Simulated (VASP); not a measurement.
# TiO2 (P1) in VASP: notebook, part 2 of 2

VASP 6.6.1. The steps go on from the part before.

## Step 3: Single point, PBE

INCAR reads:

```
ALGO     = Normal         # electronic algorithm
EDIFF    = 1E-7           # SCF threshold, eV
ENCUT    = 520            # plane-wave cutoff, eV
GGA      = PE             # functional
ISIF     = 2              # what is computed and relaxed
ISMEAR   = -1             # smearing method
LASPH    = True           # aspherical terms in the spheres
LCHARG   = True           # write CHGCAR
LELF     = True           # ELF
LREAL    = False          # projectors in reciprocal space
LVHAR    = True         
LWAVE    = False          # write WAVECAR
NBANDS   = 60             # bands
NELM     = 60             # most SCF steps
PREC     = Accurate       # precision mode
SIGMA    = 0.17           # smearing width, eV
```

KPOINTS reads:

```
k-points
0
Gamma
  3 3 1
```

POSCAR reads:

```
TiO2
1.0
    3.8663720000      0.0000000000      0.0000000000
    0.0000000000      3.8663720000      0.0000000000
    0.0000000000      0.0000000000      9.7716350000
Ti O
4 8
Direct
   -0.0526850494     -0.1039734407      0.0068054118
    0.1145259690      0.5338337853      0.2524347256
    0.5164790144      0.4383437496      0.5125856625
    0.4966412958     -0.0478484740      0.7676402158
    0.0397788935     -0.0487019873      0.1980835346
    0.0333387475      0.4469823390      0.4864180866
    0.0462966316      0.4661475926      0.0559783496
    0.0034399173     -0.0633410339      0.8083703495
    0.4320846520      0.4225925493      0.7329377325
    0.5105561493      0.0349940461      0.9650380924
    0.5356959961     -0.0866186699      0.5645728683
    0.5098836842      0.4777605466      0.3160678842
```

Potentials or basis: VASP PAW PBE potentials, release 64 (Ti_sv, O).

Command:

```
> cat potpaw_PBE.64/Ti_sv/POTCAR potpaw_PBE.64/O/POTCAR > POTCAR
> mpirun -np 1 vasp_std > vasp.out
```

OUTCAR:

```text
EDIFF = 1E-7
   ENCUT = 520
   GGA = PE
   ISIF = 2
   ISMEAR = -1
   LASPH = True
   LREAL = False
   NELM = 60
   PREC = Accurate

 ion  position               nearest neighbor table
   1  0.947  0.896  0.007-   7 1.77  10 1.82   5 1.91   8 1.96  10 2.28   7 2.29   2 2.85
   2  0.115  0.534  0.252-  12 1.66   5 1.72   7 1.96   5 2.33   6 2.33  12 2.43   1 2.85
   3  0.516  0.438  0.513-   6 1.89  11 1.91  12 1.93   6 2.01  11 2.09   9 2.18
   4  0.497  0.952  0.768-   9 1.87   8 1.95  10 1.96  11 2.00   8 2.00   9 2.09
   5  0.040  0.951  0.198-   2 1.72   1 1.91   2 2.33
   6  0.033  0.447  0.486-   3 1.89   3 2.01   2 2.33
   7  0.046  0.466  0.056-   1 1.77   2 1.96   1 2.29
   8  0.003  0.937  0.808-   4 1.95   1 1.96   4 2.00
   9  0.432  0.423  0.733-   4 1.87   4 2.09   3 2.18
  10  0.511  0.035  0.965-   1 1.82   4 1.96   1 2.28
  11  0.536  0.913  0.565-   3 1.91   4 2.00   3 2.09
  12  0.510  0.478  0.316-   2 1.66   3 1.93   2 2.43

  LATTYP: Found a simple tetragonal cell.
[... 195 lines left out ...]
      4     -53.2188      2.00000
      5     -30.3151      2.00000
      6     -29.9909      2.00000
[... 304 lines left out ...]
     59       7.2400      0.00000
     60       7.4257      0.00000

------------------------ aborting loop because EDIFF is reached ----------------------------------------

  FORCE on cell =-STRESS in cart. coord.  units (eV):
  Direction    XX          YY          ZZ          XY          YZ          ZX
  --------------------------------------------------------------------------------------
  -------------------------------------------------------------------------------------
  Total        4.2530140      2.1915727      3.1808890     -1.7457661     -2.0535059      3.4013288
  in kB       46.6479848     24.0376470     34.8886836    -19.1479433    -22.5233003     37.3065160
  external PRESSURE =      35.1914385 kB  Pullay stress =       0.0000000 kB

 VOLUME and BASIS-vectors are now :
 -----------------------------------------------------------------------------
  energy-cutoff  :      520.00
  volume of cell :      146.07
      direct lattice vectors                 reciprocal lattice vectors
     3.866372000  0.000000000  0.000000000     0.258640400  0.000000000  0.000000000
     0.000000000  3.866372000  0.000000000     0.000000000  0.258640400  0.000000000
     0.000000000  0.000000000  9.771635000     0.000000000  0.000000000  0.102337019

 POSITION                                       TOTAL-FORCE (eV/Angst)
 -----------------------------------------------------------------------------------
      3.66267      3.46437      0.06650         1.324324      2.767614     -1.983518
      0.44280      2.06400      2.46670        -4.919125     -2.900406      0.070171
      1.99690      1.69480      5.00880        -0.278422     -0.099621      2.857217
      1.92020      3.68137      7.50110        -0.173501      0.349448     -0.918160
      0.15380      3.67807      1.93560        -0.031053      2.937320      1.923244
      0.12890      1.72820      4.75310        -0.170880     -0.195305     -1.578863
      0.17900      1.80230      0.54700        -0.316166     -1.579945     -0.121057
      0.01330      3.62147      7.89910        -0.855382     -0.729476      0.399054
      1.67060      1.63390      7.16200         1.165639      0.257362     -0.931423
      1.97400      0.13530      9.43000        -0.676989     -1.460719      1.027062
      2.07120      3.53147      5.51680         0.158711      0.819051     -0.416193
      1.97140      1.84720      3.08850         4.772845     -0.165324     -0.327536
 -----------------------------------------------------------------------------------
    total drift:                                0.000992      0.000010     -0.000056

  FREE ENERGIE OF THE ION-ELECTRON SYSTEM (eV)
  ---------------------------------------------------
  free  energy   TOTEN  =      -105.3905966016 eV

  energy  without entropy=     -105.3864127697  energy(sigma->0) =     -105.38850469
```

stdout:

```text
POSCAR found type information on POSCAR TiO
 POSCAR found :  2 types and      12 ions
 scaLAPACK will be used
 LDA part: xc-table for (Slater+PW92), standard interpolation
 POSCAR, INCAR and KPOINTS ok, starting setup
 FFT: planning ... GRIDC
 FFT: planning ... GRID_SOFT
 FFT: planning ... GRID
 WAVECAR not read
 entering main loop
```

Run time: 48 s. Hardware: 1 thread of AMD EPYC 9R45 (Zen 5), shared host; peak memory 0.22 GiB.

What came out:

```
Free energy            : -105.3906 eV
Pressure               : 3.5 GPa
Largest force          : 5.711 eV/Å
Band gap on the k mesh : 2.20 eV, indirect (least direct gap 2.50 eV)
```

Forces on the atoms (eV/Å):
```
Ti   1.324  2.768 -1.984
Ti  -4.919 -2.900  0.070
Ti  -0.278 -0.100  2.857
Ti  -0.174  0.349 -0.918
O   -0.031  2.937  1.923
O   -0.171 -0.195 -1.579
O   -0.316 -1.580 -0.121
O   -0.855 -0.729  0.399
O    1.166  0.257 -0.931
O   -0.677 -1.461  1.027
O    0.159  0.819 -0.416
O    4.773 -0.165 -0.328
```

Stress tensor (GPa, compression positive):
```
 4.66 -1.91  3.73
-1.91  2.40 -2.25
 3.73 -2.25  3.49
```

Levels at points of the mesh, in eV from the valence-band top:
| k point | band 46 | band 47 | band 48 | band 49 | band 50 | band 51 |
| --- | --- | --- | --- | --- | --- | --- |
| (0.00, 0.00, 0.00) | -0.70 | -0.51 | -0.30 | 2.20 | 2.51 | 2.75 |

Caveat: the k points lie up to 0.64 Å⁻¹ apart; forces of over 1 eV/Å act on the atoms, so gaps and moduli don't describe the material at rest. Expect the measured gap to be larger: semilocal functionals such as PBE lack the derivative discontinuity.

## Step 4: Single point, PBE

INCAR reads:

```
SYSTEM = TiO2
PREC     = Accurate       ! precision mode
ENCUT    = 520            ! plane-wave cutoff, eV
EDIFF    = 1E-6           ! SCF threshold, eV
ISMEAR   = -1             ! smearing method
SIGMA    = 0.17           ! smearing width, eV
LREAL    = .False.        ! projectors in reciprocal space
LASPH    = .True.         ! aspherical terms in the spheres
NELM     = 60             ! most SCF steps
ALGO     = Normal         ! electronic algorithm
ISIF     = 2              ! what is computed and relaxed
LWAVE    = .False.        ! write WAVECAR
LCHARG   = .False.        ! write CHGCAR
GGA      = PE             ! functional
NBANDS   = 60             ! bands
```

KPOINTS reads:

```
Automatic mesh
0
Gamma
  3 3 1
  0 0 0
```

POSCAR reads:

```
TiO2
1.0
    3.8663720000      0.0000000000      0.0000000000
    0.0000000000      3.8663720000      0.0000000000
    0.0000000000      0.0000000000      9.7716350000
Ti O
4 8
Direct
   -0.1437264702     -0.0242346055      0.0344568744
    0.0175358191      0.6065117376      0.2747851306
    0.4874595616      0.5034952664      0.5425704091
    0.4691478213     -0.0343474451      0.7923853071
   -0.0267175533      0.0504607420      0.2191751943
   -0.0266916893      0.5935021255      0.4971430063
   -0.0556852781      0.4650871670      0.0524579561
   -0.0739452903     -0.0654101571      0.8304956131
    0.3420777928      0.4700530627      0.7509490479
    0.4128935343      0.0333128835      0.9796620525
    0.5454726033      0.0666774951      0.5711019701
    0.4428182286      0.5183929534      0.3130489422
```

Command:

```
> cat potpaw_PBE.64/Ti_sv/POTCAR potpaw_PBE.64/O/POTCAR > POTCAR
> mpirun -np 1 vasp_std > vasp.out
```

It took 44 s on 1 thread of AMD EPYC 9R45 (Zen 5), shared host; peak memory 0.22 GiB.

The run converged. Its results:

* Free energy: -104.8314 eV
* Pressure: -2.0 GPa
* Largest force: 3.465 eV/Å
* Band gap on the k mesh: 2.53 eV, indirect (least direct gap 2.64 eV)

Forces in eV/Å, atoms in the order of the input:
```
Ti   1.645  0.044 -1.927
Ti  -1.665 -2.451  1.208
Ti  -0.704  0.833 -0.344
Ti  -1.217  0.436 -1.267
O   -0.102 -0.870  1.813
O    0.308 -0.453 -1.395
O   -0.554  3.279  0.975
O   -1.045  0.329 -0.204
O    1.887  1.274 -1.142
O   -0.142 -0.670  1.047
O   -0.607 -2.152  0.694
O    2.196  0.401  0.541
```

Stress tensor (GPa, compression positive):
```
-0.46 -2.59  2.92
-2.59 -4.25 -1.44
 2.92 -1.44 -1.44
```

Levels at points of the mesh, in eV from the valence-band top:
```csv
k point,band 45,band 46,band 47,band 48,band 49,band 50,band 51,band 52
"(0.00, 0.00, 0.00)",-0.63,-0.55,-0.30,-0.23,2.60,2.72,2.80,2.87
```

Caveat: the k points lie up to 0.64 Å⁻¹ apart; forces of over 1 eV/Å act on the atoms, so gaps and moduli don't describe the material at rest. A k mesh can miss the band edges.
